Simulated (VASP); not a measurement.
# NaCl (k07) (Fm-3m) in VASP: a series of runs

NaCl (k07) is run at these levels: PBE; tasks: single point, relaxation of cell and atoms.

All numbers are computed with VASP 6.6.1; they aren't measurements. Logs are shortened: lines on timing, memory, paths and dates and some standing lists are left out, and cuts for length are marked.

**1. The cell of the first run**

Symmetry: Fm-3m, No. 225, cubic system. The conventional cell has a = 5.204 Å, b = 5.204 Å, c = 5.204 Å, α = 90.00°, β = 90.00°, γ = 90.00°. Within 3.4 Å of Na (site symmetry m-3m) lie 6 Cl at 2.60 Å. Within 3.4 Å of Cl (site symmetry m-3m) lie 6 Na at 2.60 Å.

**2. Single point, PBE**

File INCAR:

```
ALGO = Normal ; EDIFF = 1E-6
ENCUT = 520 ; GGA = PE
ISIF = 2 ; ISMEAR = 0
LASPH = T ; LCHARG = T
LELF = T ; LREAL = F
LVHAR = T ; LWAVE = F
NBANDS = 14 ; NELM = 100
PREC = Accurate ; SIGMA = 0.02
```

File KPOINTS:

```
k-points
0
Gamma
  10 10 10
```

File POSCAR:

```
NaCl
1.0
    0.0000000000      2.6020980639      2.6020980639
    2.6020980639      0.0000000000      2.6020980639
    2.6020980639      2.6020980639      0.0000000000
Na Cl
1 1
Direct
    0.0000000000      0.0000000000      0.0000000000
    0.5000000000      0.5000000000      0.5000000000
```

Potentials or basis: VASP PAW PBE potentials, release 64 (Na_pv, Cl).

Launch:

```bash
$ cat potpaw_PBE.64/Na_pv/POTCAR potpaw_PBE.64/Cl/POTCAR > POTCAR
$ mpirun -np 1 vasp_std > vasp.out
```

OUTCAR:

```text
EDIFF = 1E-6
   ENCUT = 520
   GGA = PE
   ISIF = 2
   ISMEAR = 0
   LASPH = T
   LREAL = F
   NELM = 100
   PREC = Accurate

 ion  position               nearest neighbor table
   1  0.000  0.000  0.000-   2 2.60   2 2.60   2 2.60   2 2.60   2 2.60   2 2.60
   2  0.500  0.500  0.500-   1 2.60   1 2.60   1 2.60   1 2.60   1 2.60   1 2.60

  LATTYP: Found a face centered cubic cell.
 ALAT       =     5.2041961278

  Lattice vectors:

 A1 = (   0.0000000000,   2.6020980639,   2.6020980639)
 A2 = (   2.6020980639,   0.0000000000,   2.6020980639)
 A3 = (   2.6020980639,   2.6020980639,   0.0000000000)

Analysis of symmetry for initial positions (statically):
=====================================================================
 Subroutine PRICEL returns:
 Original cell was already a primitive cell.

 Routine SETGRP: Setting up the symmetry group for a
 face centered cubic supercell.

 Subroutine GETGRP returns: Found 48 space group operations
 (whereof 48 operations were pure point group operations)
 out of a pool of 48 trial point group operations.

The static configuration has the point symmetry O_h .

Analysis of symmetry for dynamics (positions and initial velocities):
=====================================================================
 Subroutine PRICEL returns:
 Original cell was already a primitive cell.

 Routine SETGRP: Setting up the symmetry group for a
 face centered cubic supercell.

 Subroutine GETGRP returns: Found 48 space group operations
 (whereof 48 operations were pure point group operations)
 out of a pool of 48 trial point group operations.

The dynamic configuration has the point symmetry O_h .

 Subroutine INISYM returns: Found 48 space group operations
 (whereof 48 operations are pure point group operations),
 and found     1 'primitive' translations

----------------------------------------------------------------------------------------

                                     Primitive cell

  volume of cell :      35.2372

  direct lattice vectors                    reciprocal lattice vectors
     0.000000000  2.602098064  2.602098064    -0.192152635  0.192152635  0.192152635
     2.602098064  0.000000000  2.602098064     0.192152635 -0.192152635  0.192152635
     2.602098064  2.602098064  0.000000000     0.192152635  0.192152635 -0.192152635

  length of vectors
     3.679922373  3.679922373  3.679922373     0.332818127  0.332818127  0.332818127

  position of ions in fractional coordinates (direct lattice)
     0.000000000  0.000000000  0.000000000
     0.500000000  0.500000000  0.500000000

  ion indices of the primitive-cell ions
   primitive index   ion index
                 1           1
                 2           2

----------------------------------------------------------------------------------------

 KPOINTS: k-points

Automatic generation of k-mesh.
 Grid dimensions read from file:
 generate k-points for:   10   10   10

 Generating k-lattice:

  Cartesian coordinates                     Fractional coordinates (reciprocal lattice)
    -0.019215264  0.019215264  0.019215264     0.100000000  0.000000000  0.000000000
     0.019215264 -0.019215264  0.019215264     0.000000000  0.100000000  0.000000000
     0.019215264  0.019215264 -0.019215264     0.000000000  0.000000000  0.100000000

  Length of vectors
     0.033281813  0.033281813  0.033281813

  Shift w.r.t. Gamma in fractional coordinates (k-lattice)
     0.000000000  0.000000000  0.000000000

 Subroutine IBZKPT returns following result:
 ===========================================

 Found     47 irreducible k-points:

 Following reciprocal coordinates:
            Coordinates               Weight
  0.000000  0.000000  0.000000      1.000000
  0.100000  0.000000  0.000000      8.000000
  0.200000  0.000000  0.000000      8.000000
  0.300000  0.000000  0.000000      8.000000
  0.400000  0.000000  0.000000      8.000000
  0.500000  0.000000  0.000000      4.000000
[... 16 lines left out ...]
  0.300000  0.300000  0.000000      6.000000
  0.400000  0.300000  0.000000     24.000000
 [... further k-points ...]
   k-points           NKPTS =     47   k-points in BZ     NKDIM =     47   number of bands    NBANDS=     14
   number of dos      NEDOS =    301   number of ions     NIONS =      2
   total plane-waves  NPLWV =  21952
   dimension x,y,z NGX =    28 NGY =   28 NGZ =   28
   dimension x,y,z NGXF=    56 NGYF=   56 NGZF=   56
   ions per type =               1   1
   NGX,Y,Z   is equivalent  to a cutoff of  12.65, 12.65, 12.65 a.u.
   NGXF,Y,Z  is equivalent  to a cutoff of  25.30, 25.30, 25.30 a.u.
 SYSTEM =  unknown system
   PREC   = accura    normal or accurate (medium, high low for compatibility)
   ISTART =      0    job   : 0-new  1-cont  2-samecut
   ICHARG =      2    charge: 1-file 2-atom 10-const
   ISPIN  =      1    spin polarized calculation?
   LNONCOLLINEAR =      F non collinear calculations
   LSORBIT =      F    spin-orbit coupling
   LASPH  =      T    aspherical Exc in radial PAW
   ENCUT  =  520.0 eV  38.22 Ry    6.18 a.u.   6.84  6.84  6.84*2*pi/ulx,y,z
   NELM   =    100;   NELMIN=  2; NELMDL= -5     # of ELM steps
   EDIFF  = 0.1E-05   stopping-criterion for ELM
   LREAL  =      F    real-space projection
   EDIFFG = 0.1E-04   stopping-criterion for IOM
   NSW    =      0    number of steps for IOM
   IBRION =     -1    ionic relax: 0-MD 1-quasi-New 2-CG
   NFREE  =      0    steps in history (QN), initial steepest desc. (CG)
   ISIF   =      2    stress and relaxation
   ISYM   =      2    0-nonsym 1-usesym 2-fastsym
   POTIM  = 0.5000    time-step for ionic-motion
   TEBEG  =    0.0;   TEEND  =   0.0 temperature during run
   PSTRESS=    0.0 pullay stress
   NELECT =      14.0000    total number of electrons
   NUPDOWN=      -1.0000    fix difference up-down
   EMIN   =  10.00;   EMAX   =-10.00  energy-range for DOS
   EFERMI =   0.00;   METHOD = LEGACY
   ISMEAR =     0;   SIGMA  =   0.02  broadening in eV -4-tet -1-fermi 0-gaus
   EFERMI_NEDOS =   21; number of points for ismear=-14 and -15
   IALGO  =     38    algorithm
   IMIX   =      4    mixing-type and parameters
     AMIX     =   0.40;   BMIX     =  1.00
     AMIX_MAG =   1.60;   BMIX_MAG =  1.00
  volume/ion in A,a.u.               =      17.62       118.90
  Fermi-wavevector in a.u.,A,eV,Ry     =   1.203512  2.274308 19.707246  1.448442
  Thomas-Fermi vector in A             =   2.339264
   LORBIT       =      0    0 simple, 1 ext, 2 COOP (PROOUT), +10 PAW based schemes
   GGA     = PE    functional components
   LHFCALC =     F    Hartree Fock is set to
   AEXX    =    0.0000 exact exchange contribution
   IVDW    =     0    specifies the selected vdW correction
   LEPSILON=     F    determine dielectric tensor
   LRPA    =     F    only Hartree local field effects (RPA)
 non-spin polarized calculation
 Gauss-broadening in eV      SIGMA  =   0.02
  energy-cutoff  :      520.00
  volume of cell :       35.24
 maximum number of plane-waves:       962
   NGX = 13   NGY = 13   NGZ = 13

 number of electron      14.0000009 magnetization

 Free energy of the ion-electron system (eV)
  ---------------------------------------------------
  ext. energy  EPLUGINS =         0.00000000
  ---------------------------------------------------
  free energy    TOTEN  =        -6.45687083 eV

  energy without entropy =       -6.45687083  energy(sigma->0) =       -6.45687083

 E-fermi :   1.1085     XC(G=0):  -9.2492

 val. band max:        0.9257310054   @ k =   0.0000   0.0000   0.0000
 cond. band min:       7.1450490458   @ k =   0.0000   0.0000   0.0000
 fundamental gap:      6.2193180404
 Fermi energy:         1.1084896112

 k-point     1 :       0.0000    0.0000    0.0000
  band No.  band energies     occupation
      1     -19.5604      2.00000
      2     -19.5604      2.00000
      3     -19.5604      2.00000
      4     -12.4248      2.00000
      5       0.9257      2.00000
      6       0.9257      2.00000
      7       0.9257      2.00000
      8       7.1450      0.00000
      9      12.1865      0.00000
     10      12.1865      0.00000
     11      12.1865      0.00000
     12      14.7004      0.00000
     13      14.7004      0.00000
     14      16.7096      0.00000

 k-point     2 :       0.1000    0.0000    0.0000
  band No.  band energies     occupation
      1     -19.5693      2.00000
      2     -19.5609      2.00000
      3     -19.5609      2.00000
      4     -12.3650      2.00000
      5       0.5733      2.00000
      6       0.8807      2.00000
      7       0.8807      2.00000
      8       7.5429      0.00000
      9      11.8219      0.00000
     10      12.3624      0.00000
     11      12.3624      0.00000
     12      14.5726      0.00000
     13      14.5726      0.00000
     14      17.5281      0.00000

 k-point     3 :       0.2000    0.0000    0.0000
  band No.  band energies     occupation
      1     -19.5923      2.00000
      2     -19.5621      2.00000
      3     -19.5621      2.00000
      4     -12.2037      2.00000
      5      -0.2163      2.00000
      6       0.7665      2.00000
      7       0.7665      2.00000
      8       8.3231      0.00000
      9      11.4515      0.00000
     10      12.6787      0.00000
     11      12.6787      0.00000
     12      14.5689      0.00000
     13      14.5689      0.00000
     14      18.6144      0.00000

 k-point     4 :       0.3000    0.0000    0.0000
  band No.  band energies     occupation
      1     -19.6201      2.00000
      2     -19.5637      2.00000
      3     -19.5637      2.00000
      4     -11.9938      2.00000
      5      -1.0402      2.00000
      6       0.6321      2.00000
      7       0.6321      2.00000
      8       8.6903      0.00000
      9      11.9596      0.00000
     10      12.6751      0.00000
     11      12.6751      0.00000
     12      15.3618      0.00000
     13      15.3618      0.00000
     14      18.2365      0.00000

 k-point     5 :       0.4000    0.0000    0.0000
  band No.  band energies     occupation
      1     -19.6421      2.00000
      2     -19.5649      2.00000
      3     -19.5649      2.00000
      4     -11.8141      2.00000
      5      -1.6371      2.00000
      6       0.5283      2.00000
      7       0.5283      2.00000
      8       8.6351      0.00000
      9      12.5056      0.00000
     10      12.5056      0.00000
     11      13.0690      0.00000
[... 276 lines left out ...]
 k-point    22 :      -0.2000    0.2000    0.0000
  band No.  band energies     occupation
      1     -19.6147      2.00000
      2     -19.5768      2.00000
      3     -19.5627      2.00000
      4     -11.9418      2.00000
      5      -0.9241      2.00000
      6       0.1213      2.00000
      7       0.6250      2.00000
      8       9.6740      0.00000
      9      10.8972      0.00000
     10      12.3502      0.00000
     11      13.5900      0.00000
     12      13.7714      0.00000
     13      17.0444      0.00000
     14      20.7166      0.00000

 k-point    23 :       0.3000    0.3000    0.0000
  band No.  band energies     occupation
      1     -19.6056      2.00000
      2     -19.5747      2.00000
      3     -19.5747      2.00000
      4     -11.9226      2.00000
      5      -0.9273      2.00000
      6       0.3228      2.00000
      7       0.3228      2.00000
      8       9.4442      0.00000
      9       9.6425      0.00000
     10      12.5768      0.00000
     11      14.9121      0.00000
     12      14.9121      0.00000
     13      16.0125      0.00000
     14      22.4462      0.00000

 k-point    24 :       0.4000    0.3000    0.0000
  band No.  band energies     occupation
      1     -19.6131      2.00000
      2     -19.5790      2.00000
      3     -19.5769      2.00000
      4     -11.8114      2.00000
      5      -1.1858      2.00000
      6       0.1063      2.00000
      7       0.2261      2.00000
      8       9.2699      0.00000
      9       9.8429      0.00000
     10      12.5979      0.00000
     11      15.0213      0.00000
     12      15.9992      0.00000
     13      17.0927      0.00000
     14      21.0646      0.00000

 [... further k-points ...]
[... 5 lines left out ...]
  --------------------------------------------------------------------------------------
  -------------------------------------------------------------------------------------
  Total        2.6436734      2.6436734      2.6436734      0.0000000      0.0000000     -0.0000000
  in kB      120.2035807    120.2035807    120.2035807      0.0000000      0.0000000     -0.0000000
  external PRESSURE =     120.2035807 kB  Pullay stress =       0.0000000 kB

 VOLUME and BASIS-vectors are now :
 -----------------------------------------------------------------------------
  energy-cutoff  :      520.00
  volume of cell :       35.24
      direct lattice vectors                 reciprocal lattice vectors
     0.000000000  2.602098064  2.602098064    -0.192152635  0.192152635  0.192152635
     2.602098064  0.000000000  2.602098064     0.192152635 -0.192152635  0.192152635
     2.602098064  2.602098064  0.000000000     0.192152635  0.192152635 -0.192152635

 POSITION                                       TOTAL-FORCE (eV/Angst)
 -----------------------------------------------------------------------------------
      0.00000      0.00000      0.00000         0.000000      0.000000      0.000000
      2.60210      2.60210      2.60210         0.000000     -0.000000     -0.000000
 -----------------------------------------------------------------------------------
    total drift:                                0.000000      0.000000      0.000000

  FREE ENERGIE OF THE ION-ELECTRON SYSTEM (eV)
  ---------------------------------------------------
  free  energy   TOTEN  =        -6.4568708259 eV

  energy  without entropy=       -6.4568708259  energy(sigma->0) =       -6.45687083
```

It took 22 s on 1 thread of Intel Xeon Platinum 8259CL at 2.50GHz (Skylake/Cascade Lake), shared host; peak memory 0.15 GiB.

Results:

```
Free energy            : -6.4569 eV
Pressure               : 12.0 GPa
Band gap on the k mesh : 6.22 eV, direct
```

A k mesh can miss the band edges.

**3. Relaxation of cell and atoms, PBE, target pressure 12 GPa, at which the enthalpy is minimised**

File INCAR:

```
SYSTEM = NaCl
PREC = Accurate
ENCUT = 600
EDIFF = 1E-6
ISMEAR = 0
SIGMA = 0.02
LREAL = .FALSE.
LASPH = .TRUE.
NELM = 80
ALGO = Normal
ISIF = 3
LWAVE = .FALSE.
LCHARG = .FALSE.
GGA = PE
IBRION = 2
NSW = 100
EDIFFG = -0.002
PSTRESS = 120.0
```

File KPOINTS:

```
regular mesh
0
G
  10 10 10
  0 0 0
```

POSCAR is that of step 2.

Potentials or basis: VASP PAW PBE potentials, release 64 (Na_pv, Cl).

Launch:

```bash
$ cat potpaw_PBE.64/Na_pv/POTCAR potpaw_PBE.64/Cl/POTCAR > POTCAR
$ mpirun -np 1 vasp_std > vasp.out
```

Wall time 31 s (1 thread of Intel Xeon Platinum 8259CL at 2.50GHz (Skylake/Cascade Lake), shared host); peak memory 0.17 GiB.

It converged, with:

| Property | Result |
| --- | --- |
| Free energy | -6.4600 eV |
| Relaxed volume | 17.64 Å³/atom |
| Relaxed cell | a = 3.681 Å, b = 3.681 Å, c = 3.681 Å, α = 60.00°, β = 60.00°, γ = 60.00° |
| Space group after relaxing (to 0.05 Å) | Fm-3m (No. 225) |
| Energy change on relaxing (the enthalpy is what falls) | -1.4 meV/atom |
| Ionic steps | 2 |
| Pressure after relaxing | 12.0 GPa |
| Band gap on the k mesh | 6.21 eV, direct |

Step by step:
| step | energy change (eV) | largest force (eV/Å) | pressure (GPa) | volume (Å³) |
| --- | --- | --- | --- | --- |
| 1 | 0.0000 | 0.0000 | 12.07 | 35.24 |
| 2 | -0.0028 | 0.0000 | 11.99 | 35.27 |

Final structure:
```
Na Cl
1.0
     0.00000    2.60301    2.60301
     2.60301    0.00000    2.60301
     2.60301    2.60301    0.00000
Na Cl
1 1
Cartesian
  0.0000 0.0000 0.0000
  2.6030 2.6030 2.6030
```

Levels at points of the mesh, in eV from the valence-band top:
```
           k point  band 3  band 4  band 5  band 6  band 7  band 8  band 9  band 10  band 11
(0.00, 0.00, 0.00)  -20.49  -13.35    0.00    0.00    0.00    6.21   11.26    11.26    11.26
(0.50, 0.00, 0.00)  -20.49  -12.67   -2.78   -0.43   -0.43    7.65   11.50    11.50    12.74
(0.50, 0.50, 0.00)  -20.51  -12.62   -2.39   -0.87   -0.87    7.73    8.22    13.19    16.11
```

Caveat: the cell is relaxed towards a set pressure, so the enthalpy falls and the energy may rise.

[end of part 1 of 2]
